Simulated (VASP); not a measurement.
# SrO (I4mm) in VASP: a series of runs

SrO is run at these levels: PBEsol; tasks: single point.

Everything below comes from runs of VASP 6.6.1. Logs are shortened: lines on timing, memory, paths and dates and some standing lists are left out, and cuts for length are marked.

### Step 1. The cell of the first run

Symmetry: I4mm, No. 107, tetragonal system. The conventional cell has a = 3.634 Å, b = 3.634 Å, c = 5.140 Å, α = 90.00°, β = 90.00°, γ = 90.00°. Sr (site symmetry 4mm) has 5 O at 2.07 to 2.62 Å within 2.7 Å. O (site symmetry 4mm) has 5 Sr at 2.07 to 2.62 Å within 2.7 Å.

### Step 2. Single point, PBEsol

INCAR

```
SYSTEM = SrO
ALGO = Normal
EDIFF = 1E-6
ENCUT = 520
GGA = PS
ISIF = 2
ISMEAR = 0
LASPH = .True.
LCHARG = .False.
LREAL = .False.
LWAVE = .False.
NBANDS = 15
NELM = 80
PREC = Accurate
SIGMA = 0.05
```

KPOINTS

```
k-points
0
Gamma
  8 8 8
  0 0 0
```

POSCAR

```
SrO
1.0
    0.0000000000      2.5698000000      2.5698000000
    2.5698000000      0.0000000000      2.5698000000
    2.5698000000      2.5698000000      0.0000000000
Sr O
1 1
Direct
    0.0972838353      0.0972838353     -0.0972838353
    0.5000000000      0.5000000000      0.5000000000
```

Potentials or basis: VASP PAW PBE potentials, release 64 (Sr_sv, O).

Run with:

```bash
$ cat potpaw_PBE.64/Sr_sv/POTCAR potpaw_PBE.64/O/POTCAR > POTCAR
$ mpirun -np 1 vasp_std > vasp.out
```

OUTCAR:

```text
SYSTEM = SrO
   EDIFF = 1E-6
   ENCUT = 520
   GGA = PS
   ISIF = 2
   ISMEAR = 0
   LASPH = .True.
   LREAL = .False.
   NELM = 80
   PREC = Accurate

 ion  position               nearest neighbor table
   1  0.097  0.097  0.903-   2 2.07   2 2.62   2 2.62   2 2.62   2 2.62   2 3.07
   2  0.500  0.500  0.500-   1 2.07   1 2.62   1 2.62   1 2.62   1 2.62   1 3.07

  LATTYP: Found a face centered cubic cell.
 ALAT       =     5.1396000000

  Lattice vectors:

 A1 = (   0.0000000000,   2.5698000000,   2.5698000000)
 A2 = (   2.5698000000,   0.0000000000,   2.5698000000)
 A3 = (   2.5698000000,   2.5698000000,   0.0000000000)

Analysis of symmetry for initial positions (statically):
=====================================================================
 Subroutine PRICEL returns:
 Original cell was already a primitive cell.

 Routine SETGRP: Setting up the symmetry group for a
 face centered cubic supercell.

 Subroutine GETGRP returns: Found  8 space group operations
 (whereof  8 operations were pure point group operations)
 out of a pool of 48 trial point group operations.

The static configuration has the point symmetry C_4v.

Analysis of symmetry for dynamics (positions and initial velocities):
=====================================================================
 Subroutine PRICEL returns:
 Original cell was already a primitive cell.

 Routine SETGRP: Setting up the symmetry group for a
 face centered cubic supercell.

 Subroutine GETGRP returns: Found  8 space group operations
 (whereof  8 operations were pure point group operations)
 out of a pool of 48 trial point group operations.

The dynamic configuration has the point symmetry C_4v.

 Subroutine INISYM returns: Found  8 space group operations
 (whereof  8 operations are pure point group operations),
 and found     1 'primitive' translations

----------------------------------------------------------------------------------------

                                     Primitive cell

  volume of cell :      33.9413

  direct lattice vectors                    reciprocal lattice vectors
     0.000000000  2.569800000  2.569800000    -0.194567671  0.194567671  0.194567671
     2.569800000  0.000000000  2.569800000     0.194567671 -0.194567671  0.194567671
     2.569800000  2.569800000  0.000000000     0.194567671  0.194567671 -0.194567671

  length of vectors
     3.634246013  3.634246013  3.634246013     0.337001091  0.337001091  0.337001091

  position of ions in fractional coordinates (direct lattice)
     0.097283835  0.097283835  0.902716165
     0.500000000  0.500000000  0.500000000

  ion indices of the primitive-cell ions
   primitive index   ion index
                 1           1
                 2           2

----------------------------------------------------------------------------------------

 KPOINTS: k-points

Automatic generation of k-mesh.
 Grid dimensions read from file:
 generate k-points for:    8    8    8

 Generating k-lattice:

  Cartesian coordinates                     Fractional coordinates (reciprocal lattice)
    -0.024320959  0.024320959  0.024320959     0.125000000  0.000000000  0.000000000
     0.024320959 -0.024320959  0.024320959     0.000000000  0.125000000  0.000000000
     0.024320959  0.024320959 -0.024320959     0.000000000  0.000000000  0.125000000

  Length of vectors
     0.042125136  0.042125136  0.042125136

  Shift w.r.t. Gamma in fractional coordinates (k-lattice)
     0.000000000  0.000000000  0.000000000

 Subroutine IBZKPT returns following result:
 ===========================================

 Found     59 irreducible k-points:

 Following reciprocal coordinates:
            Coordinates               Weight
  0.000000  0.000000  0.000000      1.000000
  0.125000  0.000000  0.000000      8.000000
  0.250000  0.000000  0.000000      8.000000
  0.375000  0.000000  0.000000      8.000000
  0.500000  0.000000  0.000000      4.000000
  0.125000  0.125000  0.000000      2.000000
[... 16 lines left out ...]
  0.000000  0.375000  0.250000     16.000000
  0.500000  0.250000  0.000000      8.000000
 [... further k-points ...]
   k-points           NKPTS =     59   k-points in BZ     NKDIM =     59   number of bands    NBANDS=     15
   number of dos      NEDOS =    301   number of ions     NIONS =      2
   total plane-waves  NPLWV =  21952
   dimension x,y,z NGX =    28 NGY =   28 NGZ =   28
   dimension x,y,z NGXF=    56 NGYF=   56 NGZF=   56
   ions per type =               1   1
   NGX,Y,Z   is equivalent  to a cutoff of  12.81, 12.81, 12.81 a.u.
   NGXF,Y,Z  is equivalent  to a cutoff of  25.62, 25.62, 25.62 a.u.
 SYSTEM =  SrO
   PREC   = accura    normal or accurate (medium, high low for compatibility)
   ISTART =      0    job   : 0-new  1-cont  2-samecut
   ICHARG =      2    charge: 1-file 2-atom 10-const
   ISPIN  =      1    spin polarized calculation?
   LNONCOLLINEAR =      F non collinear calculations
   LSORBIT =      F    spin-orbit coupling
   LASPH  =      T    aspherical Exc in radial PAW
   ENCUT  =  520.0 eV  38.22 Ry    6.18 a.u.   6.76  6.76  6.76*2*pi/ulx,y,z
   NELM   =     80;   NELMIN=  2; NELMDL= -5     # of ELM steps
   EDIFF  = 0.1E-05   stopping-criterion for ELM
   LREAL  =      F    real-space projection
   EDIFFG = 0.1E-04   stopping-criterion for IOM
   NSW    =      0    number of steps for IOM
   IBRION =     -1    ionic relax: 0-MD 1-quasi-New 2-CG
   NFREE  =      0    steps in history (QN), initial steepest desc. (CG)
   ISIF   =      2    stress and relaxation
   ISYM   =      2    0-nonsym 1-usesym 2-fastsym
   POTIM  = 0.5000    time-step for ionic-motion
   TEBEG  =    0.0;   TEEND  =   0.0 temperature during run
   PSTRESS=    0.0 pullay stress
   NELECT =      16.0000    total number of electrons
   NUPDOWN=      -1.0000    fix difference up-down
   EMIN   =  10.00;   EMAX   =-10.00  energy-range for DOS
   EFERMI =   0.00;   METHOD = LEGACY
   ISMEAR =     0;   SIGMA  =   0.05  broadening in eV -4-tet -1-fermi 0-gaus
   EFERMI_NEDOS =   21; number of points for ismear=-14 and -15
   IALGO  =     38    algorithm
   IMIX   =      4    mixing-type and parameters
     AMIX     =   0.40;   BMIX     =  1.00
     AMIX_MAG =   1.60;   BMIX_MAG =  1.00
  volume/ion in A,a.u.               =      16.97       114.52
  Fermi-wavevector in a.u.,A,eV,Ry     =   1.274106  2.407711 22.086959  1.623346
  Thomas-Fermi vector in A             =   2.406892
   LORBIT       =      0    0 simple, 1 ext, 2 COOP (PROOUT), +10 PAW based schemes
   GGA     = PS    functional components
   LHFCALC =     F    Hartree Fock is set to
   AEXX    =    0.0000 exact exchange contribution
   IVDW    =     0    specifies the selected vdW correction
   LEPSILON=     F    determine dielectric tensor
   LRPA    =     F    only Hartree local field effects (RPA)
 non-spin polarized calculation
 Gauss-broadening in eV      SIGMA  =   0.05
  energy-cutoff  :      520.00
  volume of cell :       33.94
 maximum number of plane-waves:       941
   NGX = 13   NGY = 13   NGZ = 13

 number of electron      15.9999997 magnetization

 Free energy of the ion-electron system (eV)
  ---------------------------------------------------
  ext. energy  EPLUGINS =         0.00000000
  ---------------------------------------------------
  free energy    TOTEN  =       -12.09499449 eV

  energy without entropy =      -12.09499449  energy(sigma->0) =      -12.09499449

 E-fermi :   1.7987     XC(G=0): -10.2094

 val. band max:        1.5341126268   @ k =   0.5000   0.1250  -0.3750
 cond. band min:       4.6908239768   @ k =   0.5000   0.5000   0.0000
 fundamental gap:      3.1567113499
 Fermi energy:         1.7986720551

 k-point     1 :       0.0000    0.0000    0.0000
  band No.  band energies     occupation
      1     -30.5801      2.00000
      2     -14.3407      2.00000
      3     -12.2106      2.00000
      4     -12.2106      2.00000
      5     -11.6584      2.00000
      6       0.8008      2.00000
      7       0.8008      2.00000
      8       1.1014      2.00000
      9       5.1619      0.00000
     10       7.7904      0.00000
     11       8.6764      0.00000
     12       8.6764      0.00000
     13       9.9625      0.00000
     14      11.3860      0.00000
     15      13.7928      0.00000

 k-point     2 :       0.1250    0.0000    0.0000
  band No.  band energies     occupation
      1     -30.5578      2.00000
      2     -14.5384      2.00000
      3     -12.3301      2.00000
      4     -12.2285      2.00000
      5     -11.4188      2.00000
      6       0.4404      2.00000
      7       0.7248      2.00000
      8       1.0751      2.00000
      9       5.7540      0.00000
     10       7.7125      0.00000
     11       8.5955      0.00000
     12       8.6265      0.00000
     13      10.5646      0.00000
     14      11.8378      0.00000
     15      14.8460      0.00000

 k-point     3 :       0.2500    0.0000    0.0000
  band No.  band energies     occupation
      1     -30.5034      2.00000
      2     -14.9652      2.00000
      3     -12.4485      2.00000
      4     -12.2711      2.00000
      5     -11.0665      2.00000
      6      -0.1480      2.00000
      7       0.5309      2.00000
      8       0.8875      2.00000
      9       6.7886      0.00000
     10       7.9251      0.00000
     11       9.0031      0.00000
     12       9.0269      0.00000
     13      11.6179      0.00000
     14      12.7348      0.00000
     15      16.9424      0.00000
[... 343 lines left out ...]
 k-point    23 :       0.0000    0.3750    0.2500
  band No.  band energies     occupation
      1     -30.4387      2.00000
      2     -14.9398      2.00000
      3     -12.8466      2.00000
      4     -12.4697      2.00000
      5     -11.1875      2.00000
      6       0.0952      2.00000
      7       0.3547      2.00000
      8       1.2525      2.00000
      9       6.5944      0.00000
     10       8.1583      0.00000
     11       9.7498      0.00000
     12      10.9952      0.00000
     13      12.0229      0.00000
     14      13.0025      0.00000
     15      17.4412      0.00000

 k-point    24 :       0.5000    0.2500    0.0000
  band No.  band energies     occupation
      1     -30.3970      2.00000
      2     -15.3640      2.00000
      3     -12.7738      2.00000
      4     -12.4869      2.00000
      5     -11.0207      2.00000
      6       0.2123      2.00000
      7       0.7488      2.00000
      8       0.9820      2.00000
      9       6.3403      0.00000
     10       8.0272      0.00000
     11      10.8185      0.00000
     12      11.2770      0.00000
     13      12.3325      0.00000
     14      14.1654      0.00000
     15      15.8253      0.00000

 [... further k-points ...]
[... 5 lines left out ...]
  --------------------------------------------------------------------------------------
  -------------------------------------------------------------------------------------
  Total       -0.3137964     -0.3137964      6.5677985      0.0000000     -0.0000000     -0.0000000
  in kB      -14.8125739    -14.8125739    310.0290802      0.0000000     -0.0000000     -0.0000000
  external PRESSURE =      93.4679775 kB  Pullay stress =       0.0000000 kB

 VOLUME and BASIS-vectors are now :
 -----------------------------------------------------------------------------
  energy-cutoff  :      520.00
  volume of cell :       33.94
      direct lattice vectors                 reciprocal lattice vectors
     0.000000000  2.569800000  2.569800000    -0.194567671  0.194567671  0.194567671
     2.569800000  0.000000000  2.569800000     0.194567671 -0.194567671  0.194567671
     2.569800000  2.569800000  0.000000000     0.194567671  0.194567671 -0.194567671

 POSITION                                       TOTAL-FORCE (eV/Angst)
 -----------------------------------------------------------------------------------
      2.56980      2.56980      0.50000         0.000000      0.000000     -3.334602
      2.56980      2.56980      2.56980         0.000000      0.000000      3.334602
 -----------------------------------------------------------------------------------
    total drift:                                0.000000      0.000000      0.000000

  FREE ENERGIE OF THE ION-ELECTRON SYSTEM (eV)
  ---------------------------------------------------
  free  energy   TOTEN  =       -12.0949944879 eV

  energy  without entropy=      -12.0949944879  energy(sigma->0) =      -12.09499449
```

Run time: 45 s. Hardware: 1 thread of Intel Xeon 8259CL, shared host; peak memory 0.17 GiB.

What came out:

```yaml
Free_energy: -12.0950 eV
Pressure: 9.3 GPa
Largest_force: 3.335 eV/Å
Band_gap_on_the_k_mesh: 3.16 eV, indirect (least direct gap 3.18 eV)
```

Forces on the atoms (eV/Å):
```
Sr   0.000  0.000 -3.335
O    0.000  0.000  3.335
```

Caveat: the cell differs from its parent crystal (all Sr atoms moved -0.500 Å, as atom 1 towards its neighbour atom 2 (O) at 2.570 Å); the PAW data sets were made with another functional, which shifts forces and pressure a little. A k mesh can miss the band edges.

### Step 3. Single point, PBEsol

INCAR

```
SYSTEM = SrO
  PREC = Accurate
  ENCUT = 520
  EDIFF = 1E-6
  ISMEAR = 0
  SIGMA = 0.05
  LREAL = .False.
  LASPH = .True.
  NELM = 60
  ALGO = Normal
  ISIF = 2
  LWAVE = .False.
  LCHARG = .False.
  GGA = PS
  NBANDS = 15
```

KPOINTS

```
regular mesh
0
Gamma
  8 8 8
  0 0 0
```

POSCAR: that of step 2 with these lines changed.

```diff
@@ -8,3 +8,3 @@
 Direct
-    0.0972838353      0.0972838353     -0.0972838353
+   -0.0364814382     -0.0364814382      0.0364814382
     0.5000000000      0.5000000000      0.5000000000
```

Potentials or basis: VASP PAW PBE potentials, release 64 (Sr_sv, O).

Run with:

```bash
$ cat potpaw_PBE.64/Sr_sv/POTCAR potpaw_PBE.64/O/POTCAR > POTCAR
$ mpirun -np 1 vasp_std > vasp.out
```

OUTCAR:

```text
SYSTEM = SrO
   PREC = Accurate
   ENCUT = 520
   EDIFF = 1E-6
   ISMEAR = 0
   LREAL = .False.
   LASPH = .True.
   NELM = 60
   ISIF = 2
   GGA = PS

 ion  position               nearest neighbor table
   1  0.964  0.964  0.036-   2 2.38   2 2.58   2 2.58   2 2.58   2 2.58   2 2.76
   2  0.500  0.500  0.500-   1 2.38   1 2.58   1 2.58   1 2.58   1 2.58   1 2.76

  LATTYP: Found a face centered cubic cell.
 ALAT       =     5.1396000000

  Lattice vectors:

 A1 = (   0.0000000000,   2.5698000000,   2.5698000000)
 A2 = (   2.5698000000,   0.0000000000,   2.5698000000)
 A3 = (   2.5698000000,   2.5698000000,   0.0000000000)
[... 609 lines left out ...]
     12      11.2110      0.00000
     13      12.5688      0.00000
     14      13.9092      0.00000
     15      15.2658      0.00000

 [... further k-points ...]
[... 5 lines left out ...]
  --------------------------------------------------------------------------------------
  -------------------------------------------------------------------------------------
  Total       -0.1442142     -0.1442142      0.7233379      0.0000000      0.0000000      0.0000000
  in kB       -6.8075475     -6.8075475     34.1447410      0.0000000      0.0000000      0.0000000
  external PRESSURE =       6.8432154 kB  Pullay stress =       0.0000000 kB

 VOLUME and BASIS-vectors are now :
 -----------------------------------------------------------------------------
  energy-cutoff  :      520.00
  volume of cell :       33.94
      direct lattice vectors                 reciprocal lattice vectors
     0.000000000  2.569800000  2.569800000    -0.194567671  0.194567671  0.194567671
     2.569800000  0.000000000  2.569800000     0.194567671 -0.194567671  0.194567671
     2.569800000  2.569800000  0.000000000     0.194567671  0.194567671 -0.194567671

 POSITION                                       TOTAL-FORCE (eV/Angst)
 -----------------------------------------------------------------------------------
      2.56980      2.56980      4.95210         0.000000      0.000000      0.511744
      2.56980      2.56980      2.56980         0.000000      0.000000     -0.511744
 -----------------------------------------------------------------------------------
    total drift:                               -0.000000     -0.000000      0.000266

  FREE ENERGIE OF THE ION-ELECTRON SYSTEM (eV)
  ---------------------------------------------------
  free  energy   TOTEN  =       -12.5974494821 eV

  energy  without entropy=      -12.5974494821  energy(sigma->0) =      -12.59744948
```

Run time: 53 s. Hardware: 1 thread of Intel Xeon 8259CL, shared host; peak memory 0.17 GiB.

Results:

```yaml
Free_energy: -12.5974 eV
Pressure: 0.7 GPa
Largest_force: 0.512 eV/Å
Band_gap_on_the_k_mesh: 3.24 eV, indirect (least direct gap 3.27 eV)
```

Forces on the atoms (eV/Å):
```
Sr   0.000  0.000  0.512
O    0.000  0.000 -0.512
```

Levels at points of the mesh, in eV from the valence-band top:
| k point | band 4 | band 5 | band 6 | band 7 | band 8 | band 9 | band 10 | band 11 | band 12 | band 13 |
| --- | --- | --- | --- | --- | --- | --- | --- | --- | --- | --- |
| (0.00, 0.00, 0.00) | -13.78 | -13.70 | -0.03 | -0.03 | 0.00 | 3.89 | 6.26 | 6.40 | 6.40 | 8.46 |
| (0.50, 0.00, 0.00) | -13.87 | -12.58 | -2.14 | -1.09 | -1.05 | 6.53 | 8.16 | 8.97 | 9.08 | 11.82 |
| (0.50, 0.50, 0.00) | -14.16 | -14.16 | -0.30 | -0.03 | -0.03 | 3.24 | 7.70 | 10.06 | 10.31 | 11.26 |
| (0.00, 0.50, 0.50) | -14.16 | -13.93 | -0.38 | -0.24 | -0.01 | 3.52 | 7.75 | 10.33 | 10.35 | 11.26 |

Caveat: the cell differs from its parent crystal (all Sr atoms moved +0.188 Å, as atom 1 towards its neighbour atom 2 (O) at 2.570 Å); the PAW data sets were made with another functional, which shifts forces and pressure a little. A k mesh can miss the band edges.
